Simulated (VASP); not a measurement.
# InAs (F-43m) in VASP: a series of runs

Runs on InAs. Level: PBE+D3(BJ). Tasks: single point.

Everything below comes from runs of VASP 6.6.1. Logs are shortened: lines on timing, memory, paths and dates and some standing lists are left out, and cuts for length are marked.

## 1. The cell of the first run

Symmetry: F-43m, No. 216, cubic system. The conventional cell has a = 5.784 Å, b = 5.784 Å, c = 5.784 Å, α = 90.00°, β = 90.00°, γ = 90.00°. In (site symmetry -43m) has 4 As at 2.50 Å within 3.3 Å. Within 3.3 Å of As (site symmetry -43m) lie 4 In at 2.50 Å.

## 2. Single point, PBE+D3(BJ)

INCAR reads:

```
  PREC = Accurate
  ENCUT = 500
  EDIFF = 1E-6
  ISMEAR = 0
  SIGMA = 0.01
  LREAL = F
  LASPH = T
  NELM = 120
  ALGO = Normal
  ISIF = 2
  LWAVE = F
  LCHARG = F
  GGA = PE
  IVDW = 12
  NBANDS = 16
  GGA_COMPAT = F
```

KPOINTS reads:

```
Automatic mesh
0
Gamma
  6 6 6
```

POSCAR reads:

```
InAs
1.0
    0.0000000000      2.8921010257      2.8921010257
    2.8921010257      0.0000000000      2.8921010257
    2.8921010257      2.8921010257      0.0000000000
In As
1 1
Direct
    0.0000000000      0.0000000000      0.0000000000
    0.2500000000      0.2500000000      0.2500000000
```

Potentials or basis: VASP PAW PBE potentials, release 64 (In_d, As).

On the command line:

```bash
$ cat potpaw_PBE.64/In_d/POTCAR potpaw_PBE.64/As/POTCAR > POTCAR
$ mpirun -np 1 vasp_std > vasp.out
```

OUTCAR:

```text
PREC = Accurate
   ENCUT = 500
   EDIFF = 1E-6
   ISMEAR = 0
   LREAL = F
   LASPH = T
   NELM = 120
   ISIF = 2
   GGA = PE
   IVDW = 12
 IVDW          = 12

 ion  position               nearest neighbor table
   1  0.000  0.000  0.000-   2 2.50   2 2.50   2 2.50   2 2.50
   2  0.250  0.250  0.250-   1 2.50   1 2.50   1 2.50   1 2.50

  LATTYP: Found a face centered cubic cell.
 ALAT       =     5.7842020514

  Lattice vectors:

 A1 = (   0.0000000000,   2.8921010257,   2.8921010257)
 A2 = (   2.8921010257,   0.0000000000,   2.8921010257)
 A3 = (   2.8921010257,   2.8921010257,   0.0000000000)

Analysis of symmetry for initial positions (statically):
=====================================================================
 Subroutine PRICEL returns:
 Original cell was already a primitive cell.

 Routine SETGRP: Setting up the symmetry group for a
 face centered cubic supercell.

 Subroutine GETGRP returns: Found 24 space group operations
 (whereof 24 operations were pure point group operations)
 out of a pool of 48 trial point group operations.

The static configuration has the point symmetry T_d .

Analysis of symmetry for dynamics (positions and initial velocities):
=====================================================================
 Subroutine PRICEL returns:
 Original cell was already a primitive cell.

 Routine SETGRP: Setting up the symmetry group for a
 face centered cubic supercell.

 Subroutine GETGRP returns: Found 24 space group operations
 (whereof 24 operations were pure point group operations)
 out of a pool of 48 trial point group operations.

The dynamic configuration has the point symmetry T_d .

 Subroutine INISYM returns: Found 24 space group operations
 (whereof 24 operations are pure point group operations),
 and found     1 'primitive' translations

----------------------------------------------------------------------------------------

                                     Primitive cell

  volume of cell :      48.3805

  direct lattice vectors                    reciprocal lattice vectors
     0.000000000  2.892101026  2.892101026    -0.172884694  0.172884694  0.172884694
     2.892101026  0.000000000  2.892101026     0.172884694 -0.172884694  0.172884694
     2.892101026  2.892101026  0.000000000     0.172884694  0.172884694 -0.172884694

  length of vectors
     4.090048494  4.090048494  4.090048494     0.299445073  0.299445073  0.299445073

[... 69 lines left out ...]
   ENCUT  =  500.0 eV  36.75 Ry    6.06 a.u.   7.46  7.46  7.46*2*pi/ulx,y,z
   NELM   =    120;   NELMIN=  2; NELMDL= -5     # of ELM steps
   EDIFF  = 0.1E-05   stopping-criterion for ELM
   LREAL  =      F    real-space projection
   EDIFFG = 0.1E-04   stopping-criterion for IOM
   NSW    =      0    number of steps for IOM
   IBRION =     -1    ionic relax: 0-MD 1-quasi-New 2-CG
   NFREE  =      0    steps in history (QN), initial steepest desc. (CG)
   ISIF   =      2    stress and relaxation
   ISYM   =      2    0-nonsym 1-usesym 2-fastsym
   POTIM  = 0.5000    time-step for ionic-motion
   TEBEG  =    0.0;   TEEND  =   0.0 temperature during run
   PSTRESS=    0.0 pullay stress
   NELECT =      18.0000    total number of electrons
   NUPDOWN=      -1.0000    fix difference up-down
   EMIN   =  10.00;   EMAX   =-10.00  energy-range for DOS
   EFERMI =   0.00;   METHOD = LEGACY
   ISMEAR =     0;   SIGMA  =   0.01  broadening in eV -4-tet -1-fermi 0-gaus
   EFERMI_NEDOS =   21; number of points for ismear=-14 and -15
   IALGO  =     38    algorithm
   IMIX   =      4    mixing-type and parameters
     AMIX     =   0.40;   BMIX     =  1.00
     AMIX_MAG =   1.60;   BMIX_MAG =  1.00
  volume/ion in A,a.u.               =      24.19       163.24
  Fermi-wavevector in a.u.,A,eV,Ry     =   1.177449  2.225057 18.862938  1.386387
  Thomas-Fermi vector in A             =   2.313796
   LORBIT       =      0    0 simple, 1 ext, 2 COOP (PROOUT), +10 PAW based schemes
   GGA     = PE    functional components
   LHFCALC =     F    Hartree Fock is set to
   AEXX    =    0.0000 exact exchange contribution
   IVDW    =    12    specifies the selected vdW correction
   LEPSILON=     F    determine dielectric tensor
   LRPA    =     F    only Hartree local field effects (RPA)
 non-spin polarized calculation
 Gauss-broadening in eV      SIGMA  =   0.01
  energy-cutoff  :      500.00
  volume of cell :       48.38
 maximum number of plane-waves:      1243
 NGX is ok and might be reduce to    30
   NGX = 15   NGY = 15   NGZ = 15

 number of electron      18.0000007 magnetization

 Free energy of the ion-electron system (eV)
  ---------------------------------------------------
  ext. energy  EPLUGINS =         0.00000000
  ---------------------------------------------------
  free energy    TOTEN  =        -7.25289941 eV

  energy without entropy =       -7.25289941  energy(sigma->0) =       -7.25289941

 E-fermi :   6.1069     XC(G=0):  -9.6875

 val. band max:        5.9840765413   @ k =   0.0000   0.0000   0.0000
 cond. band min:       6.4724856737   @ k =   0.0000   0.0000   0.0000
 fundamental gap:      0.4884091324
 Fermi energy:         6.1068819999

 k-point     1 :       0.0000    0.0000    0.0000
  band No.  band energies     occupation
      1      -8.7700      2.00000
      2      -8.7700      2.00000
      3      -8.7700      2.00000
      4      -8.5778      2.00000
      5      -8.5778      2.00000
      6      -6.8372      2.00000
[... 281 lines left out ...]
      3      -8.6547      2.00000
      4      -8.6135      2.00000
      5      -8.5580      2.00000
      6      -4.1360      2.00000
[... 8 lines left out ...]
     15      18.3661      0.00000
     16      18.4926      0.00000

------------------------ aborting loop because EDIFF is reached ----------------------------------------

 Edisp (eV)   -0.74725

 E8    (eV) :    -0.3476

  FORCE on cell =-STRESS in cart. coord.  units (eV):
  Direction    XX          YY          ZZ          XY          YZ          ZX
  --------------------------------------------------------------------------------------
  -------------------------------------------------------------------------------------
  Total       3.99620     3.99620     3.99620     0.00000    -0.00000     0.00000
  in kB     132.33883   132.33883   132.33883     0.00000    -0.00000     0.00000
  external pressure =      132.34 kB  Pullay stress =        0.00 kB

 VOLUME and BASIS-vectors are now :
 -----------------------------------------------------------------------------
  energy-cutoff  :      500.00
  volume of cell :       48.38
      direct lattice vectors                 reciprocal lattice vectors
     0.000000000  2.892101026  2.892101026    -0.172884694  0.172884694  0.172884694
     2.892101026  0.000000000  2.892101026     0.172884694 -0.172884694  0.172884694
     2.892101026  2.892101026  0.000000000     0.172884694  0.172884694 -0.172884694

 POSITION                                       TOTAL-FORCE (eV/Angst)
 -----------------------------------------------------------------------------------
      0.00000      0.00000      0.00000         0.000000     -0.000000     -0.000000
      1.44605      1.44605      1.44605        -0.000000      0.000000      0.000000
 -----------------------------------------------------------------------------------
    total drift:                               -0.000000     -0.000000     -0.000000

  FREE ENERGIE OF THE ION-ELECTRON SYSTEM (eV)
  ---------------------------------------------------
  free  energy   TOTEN  =        -8.0001500971 eV

  energy  without entropy=       -8.0001500971  energy(sigma->0) =       -8.00015010
```

OSZICAR:

```text
N       E                     dE             d eps       ncg     rms          rms(c)
DAV:   1     0.111871055382E+03    0.11187E+03   -0.82608E+03   520   0.123E+03
DAV:   2    -0.185162755880E+00   -0.11206E+03   -0.10699E+03   544   0.291E+02
DAV:   3    -0.741287414710E+01   -0.72277E+01   -0.71891E+01   656   0.739E+01
DAV:   4    -0.758044331731E+01   -0.16757E+00   -0.16752E+00   656   0.123E+01
DAV:   5    -0.758790664064E+01   -0.74633E-02   -0.74632E-02   752   0.216E+00    0.574E+00
DAV:   6    -0.729217594364E+01    0.29573E+00   -0.38427E-01   800   0.120E+01    0.321E+00
DAV:   7    -0.725137952673E+01    0.40796E-01   -0.15381E-01   720   0.408E+00    0.756E-01
DAV:   8    -0.725209912243E+01   -0.71960E-03   -0.19688E-02   672   0.165E+00    0.327E-01
DAV:   9    -0.725262274336E+01   -0.52362E-03   -0.11597E-03   592   0.249E-01    0.196E-01
DAV:  10    -0.725285688320E+01   -0.23414E-03   -0.34725E-04   640   0.325E-01    0.830E-02
DAV:  11    -0.725290077562E+01   -0.43892E-04   -0.11684E-04   624   0.180E-01    0.359E-02
DAV:  12    -0.725289942756E+01    0.13481E-05   -0.11775E-05   776   0.534E-02    0.769E-03
DAV:  13    -0.725289940802E+01    0.19539E-07   -0.26466E-06   592   0.113E-02
   1 F= -.80001501E+01 E0= -.80001501E+01  d E =-.249561E-69
```

stdout:

```text
POSCAR found type information on POSCAR InAs
 POSCAR found :  2 types and       2 ions
 scaLAPACK will be used
 LDA part: xc-table for (Slater+PW92), standard interpolation
 POSCAR, INCAR and KPOINTS ok, starting setup
 FFT: planning ... GRIDC
 FFT: planning ... GRID_SOFT
 FFT: planning ... GRID
 WAVECAR not read
 entering main loop
```

It took 28 s on 1 thread of Intel Xeon 8259CL, shared host; peak memory 0.18 GiB.

What came out:

- Free energy: -8.0002 eV
- Pressure: 13.2 GPa
- Band gap on the k mesh: 0.49 eV, direct
- Dispersion energy per atom: -0.374 eV

Levels at points of the mesh, in eV from the valence-band top:
| k point | band 5 | band 6 | band 7 | band 8 | band 9 | band 10 | band 11 | band 12 | band 13 | band 14 |
| --- | --- | --- | --- | --- | --- | --- | --- | --- | --- | --- |
| (0.00, 0.00, 0.00) | -14.56 | -12.82 | 0.00 | 0.00 | 0.00 | 0.49 | 3.93 | 3.93 | 3.93 | 7.99 |
| (0.50, 0.00, 0.00) | -14.55 | -10.88 | -6.53 | -1.21 | -1.21 | 1.25 | 4.71 | 4.71 | 6.93 | 9.78 |
| (0.50, 0.50, 0.00) | -14.53 | -10.19 | -6.48 | -2.82 | -2.82 | 1.29 | 2.03 | 10.10 | 10.22 | 10.22 |

Caveat: spin-orbit coupling is left out, which moves the levels of the heavy elements.

## 3. Single point, PBE+D3(BJ)

This run uses another cell than the first one, of 25.29 Å³/atom, 1.045 times its volume.

INCAR reads:

```
SYSTEM = InAs
PREC = Accurate
ENCUT = 500
EDIFF = 1E-6
ISMEAR = 0
SIGMA = 0.01
LREAL = .False.
LASPH = .True.
NELM = 120
ALGO = Normal
ISIF = 2
LWAVE = .False.
LCHARG = .False.
GGA = PE
IVDW = 12
NBANDS = 16
GGA_COMPAT = .False.
```

KPOINTS reads:

```
Automatic mesh
0
Gamma
  6 6 6
  0 0 0
```

POSCAR reads:

```
InAs
1.0
    0.0000000000      2.9352730775      2.9352730775
    2.9352730775      0.0000000000      2.9352730775
    2.9352730775      2.9352730775      0.0000000000
In As
1 1
Direct
    0.0000000000      0.0000000000      0.0000000000
    0.2500000000      0.2500000000      0.2500000000
```

Potentials or basis: VASP PAW PBE potentials, release 64 (In_d, As).

On the command line:

```bash
$ cat potpaw_PBE.64/In_d/POTCAR potpaw_PBE.64/As/POTCAR > POTCAR
$ mpirun -np 1 vasp_std > vasp.out
```

Wall time 26 s (1 thread of Intel Xeon 8259CL, shared host); peak memory 0.18 GiB.

Results (log left out):

- Free energy: -8.1501 eV
- Pressure: 8.7 GPa
- Band gap on the k mesh: 0.26 eV, direct
- Dispersion energy per atom: -0.356 eV

Levels at points of the mesh, in eV from the valence-band top:
| k point | band 5 | band 6 | band 7 | band 8 | band 9 | band 10 | band 11 | band 12 | band 13 | band 14 |
| --- | --- | --- | --- | --- | --- | --- | --- | --- | --- | --- |
| (0.00, 0.00, 0.00) | -14.45 | -12.48 | 0.00 | 0.00 | 0.00 | 0.26 | 3.93 | 3.93 | 3.93 | 7.82 |
| (0.50, 0.00, 0.00) | -14.44 | -10.71 | -6.26 | -1.13 | -1.13 | 1.15 | 4.71 | 4.71 | 6.92 | 9.53 |
| (0.50, 0.50, 0.00) | -14.42 | -10.07 | -6.25 | -2.64 | -2.64 | 1.38 | 2.05 | 9.78 | 9.90 | 9.90 |

Caveat: spin-orbit coupling is left out, which moves the levels of the heavy elements.

## 4. Single point, PBE+D3(BJ)

This run uses another cell than the first one, of 26.39 Å³/atom, 1.091 times its volume.

INCAR reads:

```
SYSTEM = InAs
PREC = Accurate ; ENCUT = 500
EDIFF = 1E-6 ; ISMEAR = 0
SIGMA = 0.01 ; LREAL = .False.
LASPH = .True. ; NELM = 120
ALGO = Normal ; ISIF = 2
LWAVE = .False. ; LCHARG = .True.
GGA = PE ; IVDW = 12
LELF = .True. ; LVHAR = .True.
NBANDS = 16 ; GGA_COMPAT = .False.
```

KPOINTS is that of step 3.

POSCAR reads:

```
InAs
1.0
    0.0000000000      2.9772112161      2.9772112161
    2.9772112161      0.0000000000      2.9772112161
    2.9772112161      2.9772112161      0.0000000000
In As
1 1
Direct
    0.0000000000      0.0000000000      0.0000000000
    0.2500000000      0.2500000000      0.2500000000
```

Potentials or basis: VASP PAW PBE potentials, release 64 (In_d, As).

On the command line:

```bash
$ cat potpaw_PBE.64/In_d/POTCAR potpaw_PBE.64/As/POTCAR > POTCAR
$ mpirun -np 1 vasp_std > vasp.out
```

OUTCAR:

```text
SYSTEM = InAs
   PREC = Accurate
   ENCUT = 500
   EDIFF = 1E-6
   ISMEAR = 0
   LREAL = .False.
   LASPH = .True.
   NELM = 120
   ISIF = 2
   GGA = PE
   IVDW = 12
 IVDW          = 12

 ion  position               nearest neighbor table
   1  0.000  0.000  0.000-   2 2.58   2 2.58   2 2.58   2 2.58
   2  0.250  0.250  0.250-   1 2.58   1 2.58   1 2.58   1 2.58

  LATTYP: Found a face centered cubic cell.
 ALAT       =     5.9544224322

  Lattice vectors:

[... 479 lines left out ...]
     16      17.0756      0.00000

------------------------ aborting loop because EDIFF is reached ----------------------------------------

 Edisp (eV)   -0.68003

 E8    (eV) :    -0.3157

  FORCE on cell =-STRESS in cart. coord.  units (eV):
  Direction    XX          YY          ZZ          XY          YZ          ZX
  --------------------------------------------------------------------------------------
  -------------------------------------------------------------------------------------
  Total       1.67963     1.67963     1.67963     0.00000     0.00000    -0.00000
  in kB      50.98763    50.98763    50.98763     0.00000     0.00000    -0.00000
  external pressure =       50.99 kB  Pullay stress =        0.00 kB

 VOLUME and BASIS-vectors are now :
 -----------------------------------------------------------------------------
  energy-cutoff  :      500.00
  volume of cell :       52.78
      direct lattice vectors                 reciprocal lattice vectors
     0.000000000  2.977211216  2.977211216    -0.167942401  0.167942401  0.167942401
     2.977211216  0.000000000  2.977211216     0.167942401 -0.167942401  0.167942401
     2.977211216  2.977211216  0.000000000     0.167942401  0.167942401 -0.167942401

 POSITION                                       TOTAL-FORCE (eV/Angst)
 -----------------------------------------------------------------------------------
      0.00000      0.00000      0.00000         0.000000     -0.000000      0.000000
      1.48861      1.48861      1.48861        -0.000000      0.000000     -0.000000
 -----------------------------------------------------------------------------------
    total drift:                               -0.000000     -0.000000     -0.000000

  FREE ENERGIE OF THE ION-ELECTRON SYSTEM (eV)
  ---------------------------------------------------
  free  energy   TOTEN  =        -8.2444415696 eV

  energy  without entropy=       -8.2444398595  energy(sigma->0) =       -8.24444071
```

stdout:

```text
POSCAR found type information on POSCAR InAs
 POSCAR found :  2 types and       2 ions
 scaLAPACK will be used
 LDA part: xc-table for (Slater+PW92), standard interpolation
 POSCAR, INCAR and KPOINTS ok, starting setup
 FFT: planning ... GRIDC
 FFT: planning ... GRID_SOFT
 FFT: planning ... GRID
 WAVECAR not read
 entering main loop
```

It took 23 s on 1 thread of Intel Xeon 8259CL, shared host; peak memory 0.18 GiB.

What came out:

- Free energy: -8.2444 eV
- Pressure: 5.1 GPa
- Band gap on the k mesh: 0.04 eV, direct
- Dispersion energy per atom: -0.340 eV

Levels at points of the mesh, in eV from the valence-band top:
| k point | band 7 | band 8 | band 9 | band 10 | band 11 | band 12 |
| --- | --- | --- | --- | --- | --- | --- |
| (0.00, 0.00, 0.00) | 0.00 | 0.00 | 0.00 | 0.04 | 3.92 | 3.92 |
| (0.50, 0.00, 0.00) | -6.01 | -1.06 | -1.06 | 1.05 | 4.69 | 4.69 |
| (0.50, 0.50, 0.00) | -6.05 | -2.49 | -2.49 | 1.46 | 2.06 | 9.49 |

Caveat: spin-orbit coupling is left out, which moves the levels of the heavy elements.

## 5. The runs side by side

| cell | gap on the mesh (eV) | pressure (GPa) |
| --- | --- | --- |
| a = 4.090 Å, angles 60.0°, 2 atoms | 0.49 | 13.2 |
| a = 4.151 Å, angles 60.0°, 2 atoms | 0.26 | 8.7 |
| a = 4.210 Å, angles 60.0°, 2 atoms | 0.04 | 5.1 |

Alike in all rows: task single point; level PBE+D3(BJ); potentials or basis VASP PAW PBE potentials, release 64 (In_d, As); no spin polarisation; k mesh 6 × 6 × 6; cutoff (eV) 500; smearing gaussian 0.01 eV.

Caveats: spin-orbit coupling is left out, which moves the levels of the heavy elements.

Total energies depend on the potentials used, so only differences within one code and one set of settings carry meaning.
